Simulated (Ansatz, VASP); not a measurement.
# InP: VASP beside Ansatz

POSCAR

```
InP
1.0
    0.0000000000      2.9690636329      2.9690636329
    2.9690636329      0.0000000000      2.9690636329
    2.9690636329      2.9690636329      0.0000000000
In P
1 1
Direct
    0.0000000000      0.0000000000      0.0000000000
    0.7500000000      0.7500000000      0.7500000000
```

File INCAR.step1:

```
  PREC = Accurate
  ENCUT = 520
  EDIFF = 1E-5
  ISMEAR = -1
  SIGMA = 0.05
  LREAL = False
  LASPH = True
  NELM = 80
  ALGO = Normal
  ISIF = 2
  LWAVE = True
  LCHARG = False
  NBANDS = 16
  GGA = PE
```

Contents of INCAR.step2:

```
  PREC = Accurate
  ENCUT = 520
  EDIFF = 1E-6
  ISMEAR = -1
  SIGMA = 0.05
  LREAL = False
  LASPH = True
  NELM = 80
  ALGO = Normal
  ISIF = 2
  LWAVE = False
  LCHARG = False
  GGA = PS
  LHFCALC = True
  AEXX = 0.25
  PRECFOCK = Normal
  NBANDS = 16
  ISTART = 1
```

Contents of KPOINTS:

```
Automatic mesh
0
Gamma
  4 4 4
```

Contents of input.yaml:

```yaml
crystal:
  lattice:
    - [0.0, 2.9690636329, 2.9690636329]
    - [2.9690636329, 0.0, 2.9690636329]
    - [2.9690636329, 2.9690636329, 0.0]
  atoms:
    - { symbol: In, position: [0.0, 0.0, 0.0] }
    - { symbol: P, position: [0.75, 0.75, 0.75] }
hamiltonian:
  xc: { exchange: pbesol, correlation: pbesol, exx: { coeff: 0.25 } }
  pseudopotentials: { kind: paw }
kpoints:
  mp_grid: { grid: [4, 4, 4] }
scf:
  occupations: { method: fermi_dirac, width: 0.05 }
output:
  forces: true
  stress: true
  eigenvalues: true
```

Alike in both runs: task single point; functional PBEsol-based global hybrid with a share of 0.25 of exact exchange; k mesh 4 × 4 × 4; occupations fermi-dirac, width 0.05 eV; no spin polarisation.

|  | VASP | Ansatz |
| --- | --- | --- |
| version | VASP 6.6.1 | Ansatz 0.2.0 |
| potentials or method | VASP PAW PBE potentials, release 64 (In_d, P) | Ansatz PAW |
| plane-wave cutoff (eV) | 520 | 420 |
| valence electrons in the cell | 18 | 18 |

|  | VASP | Ansatz | Ansatz less VASP |
| --- | --- | --- | --- |
| gap on the k mesh at the Fermi level (eV) | 1.90 | 1.85 | -0.053 |
| least direct gap on the mesh (eV) | 1.90 | 1.85 | -0.053 |
| pressure (GPa) | -3.4 | -3.1 | +0.33 |

VASP's potentials were made for PBE, not for PBEsol-based global hybrid.

The k mesh is coarse, so the values compare programs but aren't converged.
